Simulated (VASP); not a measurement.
Here is a VASP 6.6.1 calculation.

File INCAR:

```
  ALGO = Normal
  EDIFF = 1E-6
  ENCUT = 520
  GGA = PS
  ISIF = 2
  ISMEAR = 0
  LASPH = T
  LCHARG = F
  LREAL = F
  LWAVE = F
  NBANDS = 31
  NELM = 100
  PREC = Accurate
  SIGMA = 0.05
```

KPOINTS

```
k-points
0
Gamma
  6 8 4
```

The input POSCAR:

```
Al3GaN4
1.0
    5.0434079713      0.0000000000      0.0001149907
    0.0000000000      3.1300738974      0.0000000000
   -0.0032362569      0.0000000000      5.4179919474
Al Ga N
3 1 4
Direct
    0.4995814062      0.5000000000      0.1507288791
   -0.0080574294      0.5000000000      0.8352258538
    0.0068771168      0.0000000000      0.3346935770
    0.5018515045      0.0000000000      0.6746612229
    0.1099247544      0.0000000000      0.6724849366
    0.1214808965      0.5000000000      0.1624127901
    0.6246992535      0.5000000000      0.8295420333
    0.6211312949      0.0000000000      0.3188068911
```

Potentials or basis: VASP PAW PBE potentials, release 64 (Al, Ga_d, N).

Launch:

```console
$ cat potpaw_PBE.64/Al/POTCAR potpaw_PBE.64/Ga_d/POTCAR potpaw_PBE.64/N/POTCAR > POTCAR
$ mpirun -np 1 vasp_std > vasp.out
```

(1) Estimate the pressure.

(2) What does it give for the largest force?

Results:

(1) 0.5 GPa.

(2) 1.997 eV/Å.

Caveat: the cell differs from its parent crystal (atoms displaced along a vibrational mode); the PAW data sets were made with another functional, which shifts forces and pressure a little.
